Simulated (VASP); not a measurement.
# Te (R-3m) in VASP: a series of runs, part 2 of 2

VASP 6.6.1.

### Step 3. Single point, PBE

The input, INCAR:

```
SYSTEM = Te
ALGO = Normal
EDIFF = 1E-6
ENCUT = 520
GGA = PE
ISIF = 2
ISMEAR = -1
LASPH = .TRUE.
LCHARG = .TRUE.
LELF = .TRUE.
LREAL = .FALSE.
LVHAR = .TRUE.
LWAVE = .FALSE.
NBANDS = 13
NELM = 60
PREC = Accurate
SIGMA = 0.08
```

The input, KPOINTS:

```
k-points
0
G
  13 13 13
  0 0 0
```

The input, POSCAR:

```
Te
1.0
    1.4469584649     -0.8354018592      4.7315687071
    0.0000000000      1.6708037184      4.7315687071
   -1.4469584649     -0.8354018592      4.7315687071
Te
2
Direct
    0.2500000000      0.2500000000      0.2500000000
   -0.2500000000     -0.2500000000     -0.2500000000
```

Potentials or basis: VASP PAW PBE potentials, release 64 (Te).

Launch:

```bash
$ cat potpaw_PBE.64/Te/POTCAR > POTCAR
$ mpirun -np 1 vasp_std > vasp.out
```

OUTCAR:

```text
SYSTEM = Te
   EDIFF = 1E-6
   ENCUT = 520
   GGA = PE
   ISIF = 2
   ISMEAR = -1
   LASPH = .TRUE.
   LREAL = .FALSE.
   NELM = 60
   PREC = Accurate

 ion  position               nearest neighbor table
   1  0.250  0.250  0.250-   2 2.90   2 2.90   2 2.90   2 2.90   2 2.90   2 2.90
   2  0.750  0.750  0.750-   1 2.90   1 2.90   1 2.90   1 2.90   1 2.90   1 2.90

  LATTYP: Found a trigonal (rhomboedric) cell.
 ALAT       =     5.0179007060
 COS(alpha) =     0.8336977984

  Lattice vectors:

 A1 = (   1.4469584649,  -0.8354018592,   4.7315687071)
 A2 = (   0.0000000000,   1.6708037184,   4.7315687071)
 A3 = (  -1.4469584649,  -0.8354018592,   4.7315687071)

Analysis of symmetry for initial positions (statically):
=====================================================================
 Subroutine PRICEL returns following result:

  LATTYP: Found a trigonal (rhomboedric) cell.
 ALAT       =     2.8962943001
 COS(alpha) =     0.5008204949

  Lattice vectors:

 A1 = (   0.0000000000,   1.6708037184,  -2.3657843536)
 A2 = (   1.4469584649,  -0.8354018592,  -2.3657843535)
 A3 = (  -1.4469584649,  -0.8354018592,  -2.3657843536)

   2 primitive cells build up your supercell.

[... 193 lines left out ...]
      7      23.1061      0.00000
      8      23.1061      0.00000
      9      25.2655      0.00000
     10      25.7631      0.00000
     11      25.9008      0.00000
     12      25.9008      0.00000
     13      26.4493      0.00000
[... 354 lines left out ...]
  band No.  band energies     occupation
      1       1.8148      2.00000
      2       5.3769      2.00000
      3       8.4363      2.00000
      4      11.9208      2.00000
      5      12.5922      2.00000
      6      13.4331      2.00000
      7      14.5236      2.00000
      8      17.1167      0.00156
      9      24.9140      0.00000
     10      24.9969      0.00000
     11      25.0682      0.00000
     12      27.4117      0.00000
     13      28.8885      0.00000

 [... further k-points ...]

------------------------ aborting loop because EDIFF is reached ----------------------------------------

  FORCE on cell =-STRESS in cart. coord.  units (eV):
  Direction    XX          YY          ZZ          XY          YZ          ZX
  --------------------------------------------------------------------------------------
  -------------------------------------------------------------------------------------
  Total       18.6988625     18.6988625     18.6984708     -0.0000000      0.0000000      0.0000000
  in kB      873.0072822    873.0072822    872.9889948     -0.0000000      0.0000000      0.0000000
  external PRESSURE =     873.0011864 kB  Pullay stress =       0.0000000 kB

 VOLUME and BASIS-vectors are now :
 -----------------------------------------------------------------------------
  energy-cutoff  :      520.00
  volume of cell :       34.32
      direct lattice vectors                 reciprocal lattice vectors
     1.446958465 -0.835401859  4.731568707     0.345552421 -0.199504783  0.070448799
     0.000000000  1.670803718  4.731568707     0.000000000  0.399009566  0.070448799
    -1.446958465 -0.835401859  4.731568707    -0.345552421 -0.199504783  0.070448799

 POSITION                                       TOTAL-FORCE (eV/Angst)
 -----------------------------------------------------------------------------------
      0.00000      0.00000      3.54868        -0.000000      0.000000      0.000000
      0.00000      0.00000     10.64603         0.000000      0.000000     -0.000000
 -----------------------------------------------------------------------------------
    total drift:                               -0.000000      0.000000      0.000000

  FREE ENERGIE OF THE ION-ELECTRON SYSTEM (eV)
  ---------------------------------------------------
  free  energy   TOTEN  =        -1.7283381235 eV

  energy  without entropy=       -1.7114665651  energy(sigma->0) =       -1.71990234
```

OSZICAR:

```text
N       E                     dE             d eps       ncg     rms          rms(c)
DAV:   1     0.499924213475E+02    0.49992E+02   -0.50063E+03  6006   0.795E+02
DAV:   2     0.383969416804E+00   -0.49608E+02   -0.47065E+02  8068   0.134E+02
DAV:   3    -0.174642018447E+01   -0.21304E+01   -0.21136E+01  7702   0.286E+01
DAV:   4    -0.176082614365E+01   -0.14406E-01   -0.14403E-01  7368   0.301E+00
DAV:   5    -0.176095761446E+01   -0.13147E-03   -0.13147E-03  7697   0.312E-01    0.222E+01
DAV:   6    -0.173973771204E+01    0.21220E-01   -0.13412E-03  7133   0.237E-01    0.135E+01
DAV:   7    -0.172838987473E+01    0.11348E-01   -0.26748E-03  6846   0.344E-01    0.100E-01
DAV:   8    -0.172835166348E+01    0.38211E-04   -0.78813E-05  7681   0.507E-02    0.623E-02
DAV:   9    -0.172834532503E+01    0.63384E-05   -0.90517E-06  7339   0.160E-02    0.197E-02
DAV:  10    -0.172833806444E+01    0.72606E-05   -0.26285E-06  7371   0.872E-03    0.170E-02
DAV:  11    -0.172833812347E+01   -0.59026E-07   -0.50250E-08  4073   0.178E-03
   1 F= -.17283381E+01 E0= -.17199023E+01  d E =-.168716E-01
```

stdout:

```text
POSCAR found type information on POSCAR Te
 POSCAR found :  1 types and       2 ions
 scaLAPACK will be used
 LDA part: xc-table for (Slater+PW92), standard interpolation
 POSCAR, INCAR and KPOINTS ok, starting setup
 FFT: planning ... GRIDC
 FFT: planning ... GRID_SOFT
 FFT: planning ... GRID
 WAVECAR not read
 entering main loop
```

It took 7.4 min on 1 thread of AMD EPYC 7R13, shared host; peak memory 0.26 GiB.

What came out:

- Free energy: -1.7283 eV
- Pressure: 87.3 GPa
- Band gap on the k mesh: zero (bands 6 and 7 overlap by 10.65 eV)

Caveat: the cell stands under pressure; spin-orbit coupling is left out, which moves the levels of the heavy elements.
